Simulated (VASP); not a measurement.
Runs of VASP 6.6.1 on W. The structure is that of space group Im-3m (No. 229), or close to it. The cells are those of the table. 

| cell | k mesh | gap on the mesh (eV) | pressure (GPa) |
| --- | --- | --- | --- |
| a = 2.777 Å, angles 109.5°, 1 atom | 4 × 4 × 4 | none | -6.5 |
| a = 2.704 Å, angles 109.5°, 1 atom | 4 × 4 × 4 | none | (a) |
| a = 2.666 Å, angles 109.5°, 1 atom | 4 × 4 × 4 | none | 37.8 |
| a = 2.741 Å, angles 109.5°, 1 atom | 8 × 8 × 8 | none | 6.6 |
| a = 2.666 Å, angles 109.5°, 1 atom | 8 × 8 × 8 | none | (b) |
| a = 2.777 Å, angles 109.5°, 1 atom | 8 × 8 × 8 | none | -5.6 |
| a = 2.704 Å, angles 109.5°, 1 atom | 8 × 8 × 8 | none | 21.5 |
| a = 2.812 Å, angles 109.5°, 1 atom | 8 × 8 × 8 | none | -15.4 |
| a = 2.812 Å, angles 109.5°, 1 atom | 4 × 4 × 4 | none | (c) |
| a = 2.741 Å, angles 109.5°, 1 atom | 4 × 4 × 4 | none | 5.2 |

Alike in all rows: task single point; level PBE; potentials or basis VASP PAW PBE potentials, release 64 (W_sv); no spin polarisation; cutoff (eV) 500; smearing fermi-dirac 0.1 eV.

**Question.** Estimate the missing entries.

**Answer.** (a) 19.8; (b) 39.9; (c) -16.0.

Caveats: some runs use coarse meshes; spin-orbit coupling is left out, which moves the levels of the heavy elements.

A k mesh can miss the band edges, and the runs leave out spin-orbit coupling on W.

A gap of «none» marks levels without a gap at the run's occupations.
